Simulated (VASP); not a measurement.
# Ba (P6_3/mmc) in VASP: notebook

Ba is run at these levels: PBE; tasks: relaxation of cell and atoms, single point.

All numbers are computed with VASP 6.6.1; they aren't measurements. Logs are shortened: lines on timing, memory, paths and dates and some standing lists are left out, and cuts for length are marked.

### Step 1. The cell of the first run

The structure is hexagonal, space group P6_3/mmc (No. 194). The conventional cell has a = 4.396 Å, b = 4.396 Å, c = 7.173 Å, α = 90.00°, β = 90.00°, γ = 120.00°. Within 5.8 Å of Ba (site symmetry -6m2) lie 12 Ba at 4.39 to 4.40 Å.

### Step 2. Relaxation of cell and atoms, PBE

Contents of INCAR:

```
ALGO = Fast
EDIFF = 1E-7
EDIFFG = -0.04
ENCUT = 600
GGA = PE
IBRION = 2
ISIF = 3
ISMEAR = 0
LASPH = True
LCHARG = False
LREAL = False
LWAVE = False
NELM = 100
NSW = 90
PREC = Accurate
SIGMA = 0.1
```

Contents of KPOINTS:

```
k-points
0
Gamma
  6 6 4
```

Contents of POSCAR:

```
Ba
1.0
    4.3964403447      0.0000000000      0.0000000000
   -2.1982201724      3.8074290247      0.0000000000
    0.0000000000      0.0000000000      7.1729170799
Ba
2
Direct
    0.3333333333      0.6666666667      0.7500000000
    0.6666666667      0.3333333333      0.2500000000
```

Potentials or basis: VASP PAW PBE potentials, release 64 (Ba_sv).

The run is started by

```sh
> cat potpaw_PBE.64/Ba_sv/POTCAR > POTCAR
> mpirun -np 1 vasp_std > vasp.out
```

OUTCAR:

```text
EDIFF = 1E-7
   EDIFFG = -0.04
   ENCUT = 600
   GGA = PE
   IBRION = 2
   ISIF = 3
   ISMEAR = 0
   LASPH = True
   LREAL = False
   NELM = 100
   NSW = 90
   PREC = Accurate

 ion  position               nearest neighbor table
   1  0.333  0.667  0.750-   2 4.39   2 4.39   2 4.39   2 4.39   2 4.39   2 4.39
   2  0.667  0.333  0.250-   1 4.39   1 4.39   1 4.39   1 4.39   1 4.39   1 4.39

  LATTYP: Found a hexagonal cell.
 ALAT       =     4.3964403447
 C/A-ratio  =     1.6315283542

  Lattice vectors:

 A1 = (   4.3964403447,   0.0000000000,   0.0000000000)
 A2 = (  -2.1982201724,   3.8074290247,   0.0000000000)
 A3 = (   0.0000000000,   0.0000000000,   7.1729170799)

Analysis of symmetry for initial positions (statically):
=====================================================================
 Subroutine PRICEL returns:
 Original cell was already a primitive cell.

 Routine SETGRP: Setting up the symmetry group for a
 hexagonal supercell.

 Subroutine GETGRP returns: Found 24 space group operations
 (whereof 12 operations were pure point group operations)
 out of a pool of 24 trial point group operations.

The static configuration has the point symmetry D_3d.
 The point group associated with its full space group is D_6h.

Analysis of symmetry for dynamics (positions and initial velocities):
=====================================================================
 Subroutine PRICEL returns:
 Original cell was already a primitive cell.

 Routine SETGRP: Setting up the symmetry group for a
 hexagonal supercell.

 Subroutine GETGRP returns: Found 24 space group operations
 (whereof 12 operations were pure point group operations)
 out of a pool of 24 trial point group operations.

The dynamic configuration has the point symmetry D_3d.
 The point group associated with its full space group is D_6h.

 Subroutine INISYM returns: Found 24 space group operations
 (whereof 12 operations are pure point group operations),
 and found     1 'primitive' translations

----------------------------------------------------------------------------------------

                                     Primitive cell

  volume of cell :     120.0684

  direct lattice vectors                    reciprocal lattice vectors
     4.396440345  0.000000000  0.000000000     0.227456743  0.131322212  0.000000000
    -2.198220172  3.807429025  0.000000000     0.000000000  0.262644423  0.000000000
     0.000000000  0.000000000  7.172917080     0.000000000  0.000000000  0.139413294

  length of vectors
[... 76 lines left out ...]
   ENCUT  =  600.0 eV  44.10 Ry    6.64 a.u.   8.78  8.78 14.33*2*pi/ulx,y,z
   NELM   =    100;   NELMIN=  2; NELMDL= -5     # of ELM steps
   EDIFF  = 0.1E-06   stopping-criterion for ELM
   LREAL  =      F    real-space projection
   EDIFFG = -.4E-01   stopping-criterion for IOM
   NSW    =     90    number of steps for IOM
   IBRION =      2    ionic relax: 0-MD 1-quasi-New 2-CG
   NFREE  =      1    steps in history (QN), initial steepest desc. (CG)
   ISIF   =      3    stress and relaxation
   ISYM   =      2    0-nonsym 1-usesym 2-fastsym
   POTIM  = 0.5000    time-step for ionic-motion
   TEBEG  =    0.0;   TEEND  =   0.0 temperature during run
   PSTRESS=    0.0 pullay stress
   NELECT =      20.0000    total number of electrons
   NUPDOWN=      -1.0000    fix difference up-down
   EMIN   =  10.00;   EMAX   =-10.00  energy-range for DOS
   EFERMI =   0.00;   METHOD = LEGACY
   ISMEAR =     0;   SIGMA  =   0.10  broadening in eV -4-tet -1-fermi 0-gaus
   EFERMI_NEDOS =   21; number of points for ismear=-14 and -15
   IALGO  =     68    algorithm
   IMIX   =      4    mixing-type and parameters
     AMIX     =   0.40;   BMIX     =  1.00
     AMIX_MAG =   1.60;   BMIX_MAG =  1.00
  volume/ion in A,a.u.               =      60.03       405.13
  Fermi-wavevector in a.u.,A,eV,Ry     =   0.900759  1.702187 11.039313  0.811367
  Thomas-Fermi vector in A             =   2.023756
   LORBIT       =      0    0 simple, 1 ext, 2 COOP (PROOUT), +10 PAW based schemes
   GGA     = PE    functional components
   LHFCALC =     F    Hartree Fock is set to
   AEXX    =    0.0000 exact exchange contribution
   IVDW    =     0    specifies the selected vdW correction
   LEPSILON=     F    determine dielectric tensor
   LRPA    =     F    only Hartree local field effects (RPA)
 conjugate gradient relaxation of ions
 non-spin polarized calculation
 RMM-DIIS sequential band-by-band and
 Gauss-broadening in eV      SIGMA  =   0.10
  energy-cutoff  :      600.00
  volume of cell :      120.07
 maximum number of plane-waves:      4044
 NGX is ok and might be reduce to    36
   NGX = 17   NGY = 17   NGZ = 29

--------------------------------------- Ionic step        1  -------------------------------------------

 number of electron      20.0000000 magnetization

 Free energy of the ion-electron system (eV)
  ---------------------------------------------------
  ext. energy  EPLUGINS =         0.00000000
  ---------------------------------------------------
  free energy    TOTEN  =        -3.77571967 eV

  energy without entropy =       -3.76247500  energy(sigma->0) =       -3.76909734

------------------------ aborting loop because EDIFF is reached ----------------------------------------

  FORCE on cell =-STRESS in cart. coord.  units (eV):
  Direction    XX          YY          ZZ          XY          YZ          ZX
  --------------------------------------------------------------------------------------
  -------------------------------------------------------------------------------------
  Total        0.3598408      0.3598408      0.5463025     -0.0000000     -0.0000000     -0.0000000
  in kB        4.8016683      4.8016683      7.2897895     -0.0000000     -0.0000000     -0.0000000
  external PRESSURE =       5.6310420 kB  Pullay stress =       0.0000000 kB
[... 59 lines left out ...]
--------------------------------------- Ionic step        3  -------------------------------------------

 number of electron      20.0000001 magnetization

 Free energy of the ion-electron system (eV)
  ---------------------------------------------------
  ext. energy  EPLUGINS =         0.00000000
  ---------------------------------------------------
  free energy    TOTEN  =        -3.78901492 eV

  energy without entropy =       -3.77232276  energy(sigma->0) =       -3.78066884

 E-fermi :   1.6390     XC(G=0):  -7.3474

 val. band max:        1.5934377666   @ k =   0.3333   0.1667   0.0000
 cond. band min:       1.6463350509   @ k =   0.1667   0.1667   0.0000
 fundamental gap:      0.0528972843
 Fermi energy:         1.6389706576

 k-point     1 :       0.0000    0.0000    0.0000
  band No.  band energies     occupation
      1     -27.3154      2.00000
      2     -27.2800      2.00000
      3     -12.7073      2.00000
      4     -12.3332      2.00000
      5     -12.3332      2.00000
      6     -12.2838      2.00000
      7     -12.2785      2.00000
      8     -12.2785      2.00000
      9      -1.1586      2.00000
     10       0.6485      2.00000
     11       2.5895      0.00000
     12       3.2983      0.00000
     13       3.3602      0.00000
     14       3.3605      0.00000
[... 367 lines left out ...]
  FREE ENERGIE OF THE ION-ELECTRON SYSTEM (eV)
  ---------------------------------------------------
  free  energy   TOTEN  =        -3.7890149224 eV

  energy  without entropy=       -3.7723227614  energy(sigma->0) =       -3.78066884

 reached required accuracy - stopping structural energy minimisation
```

OSZICAR:

```text
N       E                     dE             d eps       ncg     rms          rms(c)
DAV:   1     0.163935957951E+03    0.16394E+03   -0.90997E+03   588   0.130E+03
DAV:   2     0.674744062651E+01   -0.15719E+03   -0.15470E+03   928   0.232E+02
DAV:   3    -0.359177193719E+01   -0.10339E+02   -0.10186E+02   768   0.651E+01
[... 40 lines left out ...]
RMM:  11    -0.378901535003E+01    0.29509E-04   -0.66924E-05   702   0.497E-02    0.605E-03
RMM:  12    -0.378901440466E+01    0.94537E-06   -0.15509E-05   716   0.206E-02    0.958E-04
RMM:  13    -0.378901456943E+01   -0.16477E-06   -0.20130E-06   663   0.652E-03    0.811E-04
RMM:  14    -0.378901488633E+01   -0.31690E-06   -0.39048E-07   492   0.285E-03    0.458E-04
RMM:  15    -0.378901492239E+01   -0.36064E-07   -0.16095E-07   436   0.214E-03
   3 F= -.37890149E+01 E0= -.37806688E+01  d E =-.132952E-01
```

CONTCAR:

```text
Ba
   1.00000000000000
     4.4812801346358464   -0.0000000000011141   -0.0000000000000000
    -2.2406400673698532    3.8809024380348243   -0.0000000000000000
     0.0000000000000000   -0.0000000000000000    7.3830610998303303
  Ba
     2
Direct
     0.3333333332999970    0.6666666667000030    0.7500000000000000
     0.6666666667000030    0.3333333332999970    0.2500000000000000

  0.00000000E+00  0.00000000E+00  0.00000000E+00
  0.00000000E+00  0.00000000E+00  0.00000000E+00
```

Wall time 69 s (1 thread of Intel Xeon 6975P-C (Granite Rapids), shared host); peak memory 0.28 GiB.

Results:

```
Free energy                            : -3.7890 eV
Relaxed volume                         : 64.20 Å³/atom
Relaxed cell                           : a = 4.481 Å, b = 4.481 Å, c = 7.383 Å, α = 90.00°, β = 90.00°, γ = 120.00°
Space group after relaxing (to 0.05 Å) : P6_3/mmc (No. 194)
Energy gained by relaxing              : 6.6 meV/atom
Ionic steps                            : 3
Pressure after relaxing                : -0.1 GPa
Band gap on the k mesh                 : zero (band 10 reaches 1.74 eV, above the bottom of band 11 at 1.42 eV)
```

Step by step:
```tsv
step	energy change (eV)	largest force (eV/Å)	pressure (GPa)	volume (Å³)
1	0.0000	0.0000	0.56	120.07
2	-0.0100	0.0000	0.27	123.77
3	-0.0133	0.0000	-0.05	128.40
```

Final structure:
```
CELL_PARAMETERS angstrom
4.48128 0.00000 0.00000
-2.24064 3.88090 0.00000
0.00000 0.00000 7.38306
ATOMIC_POSITIONS crystal
Ba 0.33333 0.66667 0.75000
Ba 0.66667 0.33333 0.25000
```

Levels at points of the mesh, in eV from the Fermi level:
```csv
k point,band 8,band 9,band 10,band 11,band 12,band 13
"(0.00, 0.00, 0.00)",-13.92,-2.80,-0.99,0.95,1.66,1.72
"(0.50, 0.00, 0.00)",-13.98,-0.75,-0.44,-0.22,0.54,1.29
"(0.00, 0.00, 0.50)",-13.94,-1.87,-1.87,0.96,0.96,1.71
"(0.50, 0.00, 0.50)",-14.02,-0.78,-0.78,0.40,0.40,1.46
```

Caveat: spin-orbit coupling is left out, which moves the levels of the heavy elements.

### Step 3. Single point, PBE (volume scaled by 0.94, then relaxed in part)

Contents of INCAR:

```
SYSTEM = Ba
PREC = Accurate
ENCUT = 520
EDIFF = 1E-7
ISMEAR = 0
SIGMA = 0.1
LREAL = .False.
LASPH = .True.
NELM = 80
ALGO = Fast
ISIF = 2
LWAVE = .False.
LCHARG = .False.
GGA = PE
NBANDS = 17
```

Contents of KPOINTS:

```
regular mesh
0
Gamma
  12 12 8
  0 0 0
```

Contents of POSCAR:

```
Ba
1.0
    4.3692995802      0.0000000000      0.0000000000
   -2.1846497901      3.7839244332      0.0000000000
    0.0000000000      0.0000000000      7.2051143177
Ba
2
Direct
    0.3333333333      0.6666666667      0.7500000000
    0.6666666667      0.3333333333      0.2500000000
```

Potentials or basis: VASP PAW PBE potentials, release 64 (Ba_sv).

The run is started by

```sh
> cat potpaw_PBE.64/Ba_sv/POTCAR > POTCAR
> mpirun -np 1 vasp_std > vasp.out
```

OUTCAR:

```text
SYSTEM = Ba
   PREC = Accurate
   ENCUT = 520
   EDIFF = 1E-7
   ISMEAR = 0
   LREAL = .False.
   LASPH = .True.
   NELM = 80
   ISIF = 2
   GGA = PE

 ion  position               nearest neighbor table
   1  0.333  0.667  0.750-   2 4.40   2 4.40   2 4.40   2 4.40   2 4.40   2 4.40
   2  0.667  0.333  0.250-   1 4.40   1 4.40   1 4.40   1 4.40   1 4.40   1 4.40

  LATTYP: Found a hexagonal cell.
 ALAT       =     4.3692995802
 C/A-ratio  =     1.6490318838

  Lattice vectors:

[... 671 lines left out ...]

  FORCE on cell =-STRESS in cart. coord.  units (eV):
  Direction    XX          YY          ZZ          XY          YZ          ZX
  --------------------------------------------------------------------------------------
  -------------------------------------------------------------------------------------
  Total        0.4995308      0.4995308      0.4098737      0.0000000      0.0000000      0.0000000
  in kB        6.7185829      6.7185829      5.5127147      0.0000000      0.0000000      0.0000000
  external PRESSURE =       6.3166269 kB  Pullay stress =       0.0000000 kB

 VOLUME and BASIS-vectors are now :
 -----------------------------------------------------------------------------
  energy-cutoff  :      520.00
  volume of cell :      119.12
      direct lattice vectors                 reciprocal lattice vectors
     4.369299580  0.000000000  0.000000000     0.228869635  0.132137945  0.000000000
    -2.184649790  3.783924433  0.000000000     0.000000000  0.264275891  0.000000000
     0.000000000  0.000000000  7.205114318     0.000000000  0.000000000  0.138790303

 POSITION                                       TOTAL-FORCE (eV/Angst)
 -----------------------------------------------------------------------------------
     -0.00000      2.52262      5.40384        -0.000000      0.000000      0.000000
      2.18465      1.26131      1.80128         0.000000     -0.000000      0.000000
 -----------------------------------------------------------------------------------
    total drift:                               -0.000000      0.000000     -0.000000

  FREE ENERGIE OF THE ION-ELECTRON SYSTEM (eV)
  ---------------------------------------------------
  free  energy   TOTEN  =        -3.7802335781 eV

  energy  without entropy=       -3.7651544358  energy(sigma->0) =       -3.77269401
```

stdout:

```text
POSCAR found type information on POSCAR Ba
 POSCAR found :  1 types and       2 ions
 scaLAPACK will be used
 LDA part: xc-table for (Slater+PW92), standard interpolation
 POSCAR, INCAR and KPOINTS ok, starting setup
 FFT: planning ... GRIDC
 FFT: planning ... GRID_SOFT
 FFT: planning ... GRID
 WAVECAR not read
 entering main loop
WARNING in EDDRMM: call to ZHEGV failed, returncode =   6  3     10
WARNING in EDDRMM: call to ZHEGV failed, returncode =   8  4      9
WARNING in EDDRMM: call to ZHEGV failed, returncode =   6  3     14
 num prob  num prob RMM:  13    -0.378023332875E+01   -0.15992E-06   -0.14373E-06  4010   0.401E-03    0.558E-04
 num prob  num prob  num prob  num prob  num prob  num prob  num prob  num prob  num prob  num prob  num prob  num prob  num prob  num prob  num prob  num prob  num prob  num prob  num prob  num prob  num prob  num prob  num prob  num prob  num prob  num prob  num prob  num prob  num prob  num prob RMM:  14    -0.378023348701E+01   -0.15826E-06   -0.43524E-07  3374   0.201E-03    0.460E-04
 num prob  num prob  num prob  num prob  num prob  num prob  num prob  num prob  num prob  num prob  num prob  num prob  num prob WARNING in EDDRMM: call to ZHEGV failed, returncode =   6  3     14
 num prob  num prob  num prob  num prob  num prob  num prob  num prob  num prob  num prob  num prob  num prob  num prob  num prob  num prob  num prob  num prob  num prob  num prob  num prob  num prob  num prob  num prob  num prob  num prob  num prob  num prob  num prob RMM:  15    -0.378023357810E+01   -0.91088E-07   -0.11678E-07  2623   0.102E-03
```

Run time: 68 s. Hardware: 1 thread of Intel Xeon 6975P-C (Granite Rapids), shared host; peak memory 0.33 GiB.

Results:

| Item | Value |
| --- | --- |
| Free energy | -3.7802 eV |
| Pressure | 0.6 GPa |
| Band gap on the k mesh | zero (band 10 reaches 2.04 eV, above the bottom of band 11 at 1.61 eV) |

Levels at points of the mesh, in eV from the Fermi level:
```
           k point  band 8  band 9  band 10  band 11  band 12  band 13
(0.00, 0.00, 0.00)  -13.70   -2.79    -0.98     1.21     1.77     1.84
(0.50, 0.00, 0.00)  -13.78   -0.69    -0.47    -0.24     0.74     1.44
(0.00, 0.00, 0.50)  -13.74   -1.80    -1.80     1.05     1.05     1.83
(0.50, 0.00, 0.50)  -13.84   -0.79    -0.79     0.45     0.45     1.72
```

Caveat: the cell differs from its parent crystal (volume scaled by 0.94, then relaxed in part); spin-orbit coupling is left out, which moves the levels of the heavy elements.
